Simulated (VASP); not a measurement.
# Si3Ge5O16 (P1) in VASP: single point with PBEsol

Aim: the single point of Si3Ge5O16 with PBEsol.

Everything below comes from runs of VASP 6.6.1. Logs are shortened: lines on timing, memory, paths and dates and some standing lists are left out, and cuts for length are marked.

## Step 1: The cell of the first run

The typed cell holds 72 atoms: a = 8.678 Å, b = 8.678 Å, c = 8.418 Å, α = 90.00°, β = 90.00°, γ = 90.00°.

## Step 2: Single point, PBEsol

File INCAR:

```
  PREC = Accurate
  ENCUT = 600
  EDIFF = 1E-6
  ISMEAR = -1
  SIGMA = 0.05
  LREAL = Auto
  LASPH = T
  NELM = 120
  ALGO = Normal
  ISIF = 2
  LWAVE = F
  LCHARG = F
  GGA = PS
  NBANDS = 309
  ISYM = 0
  GGA_COMPAT = F
```

File KPOINTS:

```
Automatic mesh
0
Gamma
  1 1 1
  0.25 0.25 0.25
```

File POSCAR:

```
Si3Ge5O16
1.0
    8.6783420000      0.0000000000      0.0000000000
    0.0000000000      8.6783420000      0.0000000000
    0.0000000000      0.0000000000      8.4182530000
Ge Si O
15 9 48
Direct
    0.0001060000      0.0036840000      0.9994420000
    0.0022430000      0.0019430000      0.3330480000
    0.9982000000      0.0005030000      0.6666970000
    0.9998770000      0.5016040000      0.6681830000
    0.5011470000      0.0016020000      0.0005870000
    0.4993950000      0.9995560000      0.3327560000
    0.5006100000      0.9978770000      0.6655350000
    0.4991910000      0.5006690000      0.0028030000
    0.5013680000      0.4976540000      0.6689690000
    0.2501210000      0.2487010000      0.1728320000
    0.2448450000      0.2508430000      0.8326430000
    0.2510480000      0.7490250000      0.1676880000
    0.2508810000      0.7480340000      0.8343670000
    0.7507630000      0.2481320000      0.8348180000
    0.7540820000      0.7518680000      0.8325190000
    0.0015350000      0.4994760000      0.0000490000
    0.9978070000      0.5002890000      0.3310960000
    0.4993820000      0.5015690000      0.3350770000
    0.2496730000      0.2476710000      0.4989290000
    0.2532150000      0.7507970000      0.4999520000
    0.7504300000      0.2471180000      0.1673480000
    0.7488890000      0.2533600000      0.5032880000
    0.7464300000      0.7478490000      0.1636390000
    0.7504140000      0.7494300000      0.5022430000
    0.1560520000      0.1565650000      0.9969640000
    0.1549810000      0.1520530000      0.3396560000
    0.1577880000      0.1509300000      0.6692910000
    0.1514590000      0.6536830000      0.9993770000
    0.1552730000      0.6528530000      0.3321710000
    0.1526860000      0.6523600000      0.6670660000
    0.6506450000      0.1558900000      0.9969730000
    0.6502030000      0.1529320000      0.3300460000
    0.6537210000      0.1546870000      0.6663290000
    0.6553900000      0.6480210000      0.9984110000
    0.6504080000      0.6523580000      0.3306570000
    0.6537590000      0.6543980000      0.6639990000
    0.3472610000      0.3511930000      0.0014890000
    0.3477130000      0.3465380000      0.3338560000
    0.3471400000      0.3427440000      0.6658740000
    0.3448920000      0.8394190000      0.0012440000
    0.3465120000      0.8473680000      0.3316690000
    0.3504360000      0.8473500000      0.6655470000
    0.8509540000      0.3460770000      0.9996500000
    0.8432460000      0.3488960000      0.3339400000
    0.8453330000      0.3501350000      0.6627870000
    0.8437270000      0.8497230000      0.0052480000
    0.8429160000      0.8469840000      0.3347880000
    0.8512660000      0.8471840000      0.6657560000
    0.0920180000      0.4024480000      0.1642090000
    0.1001250000      0.4049770000      0.5004610000
    0.0990250000      0.4052500000      0.8344790000
    0.1000630000      0.9047190000      0.1661790000
    0.0994220000      0.9044860000      0.4954040000
    0.0903180000      0.9047980000      0.8367470000
    0.5980050000      0.4029950000      0.1704700000
    0.5923890000      0.4084400000      0.5024940000
    0.5980620000      0.4009450000      0.8322300000
    0.5984060000      0.9016250000      0.1633180000
    0.5979000000      0.9026950000      0.5016000000
    0.5956210000      0.9049990000      0.8326090000
    0.3989980000      0.0988000000      0.1673090000
    0.4042930000      0.0940370000      0.5025510000
    0.4031460000      0.0986560000      0.8348050000
    0.4053660000      0.5977850000      0.1668860000
    0.4049230000      0.6019640000      0.5017550000
    0.4000480000      0.5934270000      0.8339330000
    0.9028950000      0.0968890000      0.1679240000
    0.9025110000      0.0958240000      0.5037600000
    0.9022550000      0.0920860000      0.8357090000
    0.9049830000      0.5961850000      0.1680950000
    0.9024840000      0.5948610000      0.4982400000
    0.9039390000      0.5961050000      0.8342630000
```

Potentials or basis: VASP PAW PBE potentials, release 64 (Ge_d, Si, O).

Run with:

```bash
$ cat potpaw_PBE.64/Ge_d/POTCAR potpaw_PBE.64/Si/POTCAR potpaw_PBE.64/O/POTCAR > POTCAR
$ mpirun -np 1 vasp_std > vasp.out
```

OUTCAR:

```text
PREC = Accurate
   ENCUT = 600
   EDIFF = 1E-6
   ISMEAR = -1
   LREAL = Auto
   LASPH = T
   NELM = 120
   ISIF = 2
   GGA = PS
   ISYM = 0

 ion  position               nearest neighbor table
   1  0.000  0.004  0.999-  69 1.79  54 1.80  67 1.84  52 1.86  25 1.90  46 1.91   3 2.80   2 2.81

   2  0.002  0.002  0.333-  53 1.82  67 1.83  52 1.85  26 1.86  68 1.86  47 1.93   1 2.81   3 2.81

   3  0.998  0.001  0.667-  68 1.80  69 1.83  54 1.84  48 1.84  53 1.88  27 1.90   1 2.80   2 2.81

   4  1.000  0.502  0.668-  72 1.82  51 1.84  71 1.85  50 1.86  30 1.86  45 1.88  16 2.79  17 2.84

   5  0.501  0.002  0.001-  58 1.83  60 1.84  63 1.84  61 1.86  31 1.86  40 1.95   6 2.80   7 2.82

   6  0.499  1.000  0.333-  62 1.84  61 1.85  59 1.86  32 1.87  58 1.87  41 1.87   5 2.80   7 2.80

   7  0.501  0.998  0.666-  62 1.81  59 1.82  60 1.82  42 1.85  63 1.87  33 1.90   6 2.80   5 2.82

   8  0.499  0.501  0.003-  64 1.81  66 1.85  37 1.85  55 1.86  34 1.86  57 1.88  18 2.80   9 2.81

   9  0.501  0.498  0.669-  56 1.79  57 1.82  66 1.84  65 1.87  39 1.90  36 1.90   8 2.81  18 2.81

  10  0.250  0.249  0.173-  38 1.81  26 1.83  61 1.83  25 1.87  37 1.89  49 1.92  19 2.75  11 2.86
[... 75 lines left out ...]
  71  0.902  0.595  0.498-  17 1.83   4 1.85  24 1.88
  72  0.904  0.596  0.834-   4 1.82  16 1.84  15 1.88

IMPORTANT INFORMATION: All symmetrisations will be switched off!
NOSYMM: (Re-)initialisation of all symmetry stuff for point group C_1.

----------------------------------------------------------------------------------------

                                     Primitive cell

  volume of cell :     634.0091

  direct lattice vectors                    reciprocal lattice vectors
     8.678342000  0.000000000  0.000000000     0.115229384  0.000000000  0.000000000
     0.000000000  8.678342000  0.000000000     0.000000000  0.115229384  0.000000000
     0.000000000  0.000000000  8.418253000     0.000000000  0.000000000  0.118789492

  length of vectors
     8.678342000  8.678342000  8.418253000     0.115229384  0.115229384  0.118789492

  position of ions in fractional coordinates (direct lattice)
     0.000106000  0.003684000  0.999442000
     0.002243000  0.001943000  0.333048000
     0.998200000  0.000503000  0.666697000
     0.999877000  0.501604000  0.668183000
     0.501147000  0.001602000  0.000587000
     0.499395000  0.999556000  0.332756000
[... 64 lines left out ...]
     0.902484000  0.594861000  0.498240000
     0.903939000  0.596105000  0.834263000

  ion indices of the primitive-cell ions
   primitive index   ion index
                 1           1
                 2           2
                 3           3
                 4           4
                 5           5
                 6           6
[... 64 lines left out ...]
                71          71
                72          72

----------------------------------------------------------------------------------------

 KPOINTS: Automatic mesh

Automatic generation of k-mesh.
 Grid dimensions read from file:
 generate k-points for:    1    1    1

 Generating k-lattice:

  Cartesian coordinates                     Fractional coordinates (reciprocal lattice)
     0.115229384  0.000000000  0.000000000     1.000000000  0.000000000  0.000000000
     0.000000000  0.115229384  0.000000000     0.000000000  1.000000000  0.000000000
     0.000000000  0.000000000  0.118789492     0.000000000  0.000000000  1.000000000

  Length of vectors
     0.115229384  0.115229384  0.118789492

  Shift w.r.t. Gamma in fractional coordinates (k-lattice)
     0.250000000  0.250000000  0.250000000

 Subroutine IBZKPT returns following result:
 ===========================================

 Found      4 irreducible k-points:

 Following reciprocal coordinates:
            Coordinates               Weight
  0.250000  0.250000  0.250000      2.000000
 -0.250000  0.250000  0.250000      2.000000
 -0.250000 -0.250000  0.250000      2.000000
  0.250000 -0.250000  0.250000      2.000000
   k-points           NKPTS =      4   k-points in BZ     NKDIM =      4   number of bands    NBANDS=    309
   number of dos      NEDOS =    301   number of ions     NIONS =     72
   total plane-waves  NPLWV = 343000
   dimension x,y,z NGX =    70 NGY =   70 NGZ =   70
   dimension x,y,z NGXF=   140 NGYF=  140 NGZF=  140
   ions per type =              15   9  48
   NGX,Y,Z   is equivalent  to a cutoff of  13.41, 13.41, 13.82 a.u.
   NGXF,Y,Z  is equivalent  to a cutoff of  26.82, 26.82, 27.65 a.u.
 SYSTEM =  unknown system
   PREC   = accura    normal or accurate (medium, high low for compatibility)
   ISTART =      0    job   : 0-new  1-cont  2-samecut
   ICHARG =      2    charge: 1-file 2-atom 10-const
   ISPIN  =      1    spin polarized calculation?
   LNONCOLLINEAR =      F non collinear calculations
   LSORBIT =      F    spin-orbit coupling
   LASPH  =      T    aspherical Exc in radial PAW
   ENCUT  =  600.0 eV  44.10 Ry    6.64 a.u.  17.33 17.33 16.81*2*pi/ulx,y,z
   NELM   =    120;   NELMIN=  2; NELMDL= -5     # of ELM steps
   EDIFF  = 0.1E-05   stopping-criterion for ELM
   LREAL  =      T    real-space projection
   EDIFFG = 0.1E-04   stopping-criterion for IOM
   NSW    =      0    number of steps for IOM
   IBRION =     -1    ionic relax: 0-MD 1-quasi-New 2-CG
   NFREE  =      0    steps in history (QN), initial steepest desc. (CG)
   ISIF   =      2    stress and relaxation
   ISYM   =      0    0-nonsym 1-usesym 2-fastsym
   POTIM  = 0.5000    time-step for ionic-motion
   TEBEG  =    0.0;   TEEND  =   0.0 temperature during run
   PSTRESS=    0.0 pullay stress
   NELECT =     534.0000    total number of electrons
   NUPDOWN=      -1.0000    fix difference up-down
   EMIN   =  10.00;   EMAX   =-10.00  energy-range for DOS
   EFERMI =   0.00;   METHOD = LEGACY
   ISMEAR =    -1;   SIGMA  =   0.05  broadening in eV -4-tet -1-fermi 0-gaus
   EFERMI_NEDOS =   21; number of points for ismear=-14 and -15
   IALGO  =     38    algorithm
   IMIX   =      4    mixing-type and parameters
     AMIX     =   0.40;   BMIX     =  1.00
     AMIX_MAG =   1.60;   BMIX_MAG =  1.00
  volume/ion in A,a.u.               =       8.81        59.42
  Fermi-wavevector in a.u.,A,eV,Ry     =   1.546050  2.921610 32.521588  2.390269
  Thomas-Fermi vector in A             =   2.651341
   LORBIT       =      0    0 simple, 1 ext, 2 COOP (PROOUT), +10 PAW based schemes
   GGA     = PS    functional components
   LHFCALC =     F    Hartree Fock is set to
   AEXX    =    0.0000 exact exchange contribution
   IVDW    =     0    specifies the selected vdW correction
   LEPSILON=     F    determine dielectric tensor
   LRPA    =     F    only Hartree local field effects (RPA)
 non-spin polarized calculation
  energy-cutoff  :      600.00
  volume of cell :      634.01
 maximum number of plane-waves:     21160
 NGX is ok and might be reduce to    70
   NGX = 35   NGY = 35   NGZ = 33

 number of electron     534.0000018 magnetization

 Free energy of the ion-electron system (eV)
  ---------------------------------------------------
  ext. energy  EPLUGINS =         0.00000000
  ---------------------------------------------------
  free energy    TOTEN  =      -524.45829506 eV

  energy without entropy =     -524.45829506  energy(sigma->0) =     -524.45829506

 E-fermi :   7.4612     XC(G=0): -12.4420

 val. band max:        6.2242781130   @ k =  -0.2500  -0.2500   0.2500
 cond. band min:      10.2301865019   @ k =  -0.2500   0.2500   0.2500
 fundamental gap:      4.0059083889
 Fermi energy:         7.4611610639

 k-point     1 :       0.2500    0.2500    0.2500
  band No.  band energies     occupation
      1     -18.0143      2.00000
      2     -18.0037      2.00000
      3     -17.9601      2.00000
      4     -17.9406      2.00000
      5     -17.9191      2.00000
      6     -17.9061      2.00000
[... 271 lines left out ...]
    278      12.6087      0.00000
    279      12.6635      0.00000

 k-point     2 :      -0.2500    0.2500    0.2500
  band No.  band energies     occupation
      1     -18.0132      2.00000
      2     -18.0002      2.00000
      3     -17.9714      2.00000
      4     -17.9372      2.00000
      5     -17.9212      2.00000
      6     -17.8989      2.00000
[... 271 lines left out ...]
    278      12.5783      0.00000
    279      12.6954      0.00000

 k-point     3 :      -0.2500   -0.2500    0.2500
  band No.  band energies     occupation
      1     -18.0145      2.00000
      2     -18.0005      2.00000
      3     -17.9702      2.00000
      4     -17.9354      2.00000
      5     -17.9122      2.00000
      6     -17.9070      2.00000
[... 271 lines left out ...]
    278      12.5725      0.00000
    279      12.6777      0.00000

 k-point     4 :       0.2500   -0.2500    0.2500
  band No.  band energies     occupation
      1     -18.0131      2.00000
      2     -18.0037      2.00000
      3     -17.9603      2.00000
      4     -17.9410      2.00000
      5     -17.9245      2.00000
      6     -17.9090      2.00000
[... 271 lines left out ...]
    278      12.6377      0.00000
    279      12.7308      0.00000
 [bands above 279 left out]

------------------------ aborting loop because EDIFF is reached ----------------------------------------

  FORCE on cell =-STRESS in cart. coord.  units (eV):
  Direction    XX          YY          ZZ          XY          YZ          ZX
  --------------------------------------------------------------------------------------
  -------------------------------------------------------------------------------------
  Total        7.4413016      7.0848027     12.9101580      1.6931274     -0.3895136      0.2181998
  in kB       18.8045955     17.9037023     32.6247089      4.2786299     -0.9843231      0.5514033
  external PRESSURE =      23.1110022 kB  Pullay stress =       0.0000000 kB

 VOLUME and BASIS-vectors are now :
 -----------------------------------------------------------------------------
  energy-cutoff  :      600.00
  volume of cell :      634.01
      direct lattice vectors                 reciprocal lattice vectors
     8.678342000  0.000000000  0.000000000     0.115229384  0.000000000  0.000000000
     0.000000000  8.678342000  0.000000000     0.000000000  0.115229384  0.000000000
     0.000000000  0.000000000  8.418253000     0.000000000  0.000000000  0.118789492

 POSITION                                       TOTAL-FORCE (eV/Angst)
 -----------------------------------------------------------------------------------
      0.00092      0.03197      8.41356         0.471142     -0.582104      1.047650
      0.01947      0.01686      2.80368        -0.770152     -0.992512      0.217599
      8.66272      0.00437      5.61242         1.043399     -0.190043     -0.221935
      8.67727      4.35309      5.62493         0.262120     -0.238894     -0.881623
      4.34913      0.01390      0.00494        -0.832529     -0.133454     -0.459207
      4.33392      8.67449      2.80122         0.214150     -0.241550      0.161464
[... 64 lines left out ...]
      7.83206      5.16241      4.19431        -0.596098      0.851475     -1.359409
      7.84469      5.17320      7.02304         0.422245     -0.403017      1.595926
 -----------------------------------------------------------------------------------
    total drift:                                0.002653     -0.004975     -0.003498

  FREE ENERGIE OF THE ION-ELECTRON SYSTEM (eV)
  ---------------------------------------------------
  free  energy   TOTEN  =      -524.4582950558 eV

  energy  without entropy=     -524.4582950558  energy(sigma->0) =     -524.45829506
```

Run time: 54 min. Hardware: 1 thread of AMD EPYC 7R13, shared host; peak memory 1.1 GiB.

What came out:

| Item | Value |
| --- | --- |
| Free energy | -524.4583 eV |
| Pressure | 2.3 GPa |
| Largest force | 3.137 eV/Å |
| Band gap on the k mesh | 4.01 eV (least direct gap 4.01 eV) |

Forces on the atoms (eV/Å):
```
Ge   0.471 -0.582  1.048
Ge  -0.770 -0.993  0.218
Ge   1.043 -0.190 -0.222
Ge   0.262 -0.239 -0.882
Ge  -0.833 -0.133 -0.459
Ge   0.214 -0.242  0.161
Ge  -0.121  0.687  0.712
Ge   0.267 -0.776 -0.367
Ge  -0.840  0.426  0.056
Ge  -0.045  0.984 -1.899
Ge   1.816  0.584  0.351
Ge  -0.543 -0.322 -0.053
Ge  -0.457  0.295 -0.636
Ge   0.200  0.653 -0.657
Ge  -0.537 -0.113  0.387
Si  -0.054  0.231  0.308
Si   0.239  0.084  0.360
Si   0.214  0.186 -0.162
Si   0.461  0.616  1.139
Si  -0.263 -0.221 -0.120
Si  -0.268  0.747  0.228
Si  -0.056 -0.144 -0.683
Si   0.430  0.047  0.948
Si  -0.055  0.061 -1.173
O   -1.106 -0.916  1.261
O    0.462  0.830  0.901
O   -0.468  0.081 -2.281
O   -1.750 -1.855  0.284
O   -0.813 -0.764  1.811
O    0.914  1.232 -1.597
O    0.894  0.439  2.451
O    1.876  1.637  0.454
O    0.615  0.543 -1.652
O    0.808  1.204  1.340
O    0.515  0.455  0.272
O    0.908  0.784 -0.842
O   -0.318 -0.465  0.183
O    0.522  0.677  1.913
O   -0.462 -0.160 -1.621
O    1.398  1.623 -0.288
O   -0.233 -0.405  1.815
O   -1.580 -1.212 -1.075
O    0.108  0.272  1.479
O   -0.112 -0.724  0.170
O   -0.563 -0.971 -0.755
O   -0.601 -0.976  0.897
O   -1.088 -1.338 -0.163
O   -1.193 -1.159 -1.439
O   -0.746  0.993  0.642
O    0.250 -0.764 -1.656
O   -1.125  0.735  1.267
O   -0.234  0.278 -0.011
O    1.411 -1.580  1.002
O    1.499 -1.271 -0.710
O    0.506 -0.638  1.119
O    1.445 -1.584 -2.290
O    0.175  0.090  0.474
O    0.747 -0.977  0.376
O    1.598 -1.525 -0.473
O    0.917 -0.869  0.240
O    0.576 -0.693 -0.039
O   -1.747  1.881 -0.744
O   -0.082 -0.125 -0.101
O    0.359 -0.567  1.997
O   -0.762  0.265 -1.594
O    0.171  0.297 -0.189
O   -1.454  1.787 -0.029
O   -1.571  1.859 -0.776
O   -1.162  1.486 -0.533
O   -0.107 -0.007 -0.329
O   -0.596  0.851 -1.359
O    0.422 -0.403  1.596
```

Caveat: the PAW data sets were made with another functional, which shifts forces and pressure a little; a shifted mesh leaves out Γ, where band edges can lie. A k mesh can miss the band edges.
